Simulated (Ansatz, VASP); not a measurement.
# TaBe3Al in VASP and in Ansatz

```xyz
5
Lattice="4.4489 0.0000 0.0000 0.0000 4.4489 0.0000 0.0000 0.0000 4.4489" Properties=species:S:1:pos:R:3 pbc="T T T"
Ta    2.2245    2.2245    2.2245
Be    0.0000    2.2245    2.2245
Be    2.2245    0.0000    2.2245
Be    2.2245    2.2245    0.0000
Al    0.0000    0.0000    0.0000
```

Alike in both runs: functional PBE; k mesh 8 × 8 × 8; occupations gaussian, width 0.1 eV; no spin polarisation.

Ansatz relaxed the structure, and its values are those at the end. VASP's run is a single point on that final structure, the one shown.

|  | VASP | Ansatz |
| --- | --- | --- |
| version | VASP 6.6.1 | Ansatz 0.2.0 |
| potentials or method | VASP PAW PBE potentials, release 64 (Ta_pv, Be, Al), cutoff 520 eV | scalar-relativistic, plane waves, PAW |
| valence electrons in the cell | 20 | 22 |

|  | VASP | Ansatz | Ansatz less VASP |
| --- | --- | --- | --- |
| gap on the k mesh at the Fermi level (eV) | none | none | - |
| pressure (GPa) | 0.0 | 0.0 | -0.04 |

A gap of «none» marks a metal or a gap that the smearing closes. With one functional, cell and mesh, what is left measures potentials, basis and numerics. VASP's potentials hold 20 valence electrons a cell and Ansatz's 22, so a difference there can come from the potentials and not from the codes.

Neither program's run includes spin-orbit coupling.
